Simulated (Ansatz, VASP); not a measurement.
# As: VASP beside Ansatz

```
As
1.0
     2.72908    0.00000    0.00000
     0.00000    2.72908    0.00000
     0.00000    0.00000    2.72908
As
1
Direct
  0.00000 0.00000 0.00000
```

Alike in both runs: functional PBE; k mesh 15 × 15 × 15; occupations fermi-dirac, width 0.05 eV; no spin polarisation.

Ansatz relaxed the structure, and its values are those at the end. VASP's run is a single point on that final structure, the one shown.

```csv
,VASP,Ansatz
version,VASP 6.6.1,Ansatz 0.2.0
potentials or method,"VASP PAW PBE potentials, release 64 (As)","PAW with Ansatz's default frozen-core files, scalar-relativistic"
plane-wave cutoff (eV),520,420
valence electrons in the cell,5,15
```

```tsv
	VASP	Ansatz	Ansatz less VASP
pressure (GPa)	0.2	0.0	-0.16
```

The functional is the same, so the differences come from potentials, cutoffs and numerics. VASP's potentials hold 5 valence electrons a cell and Ansatz's 15, so a difference there can come from the potentials and not from the codes.
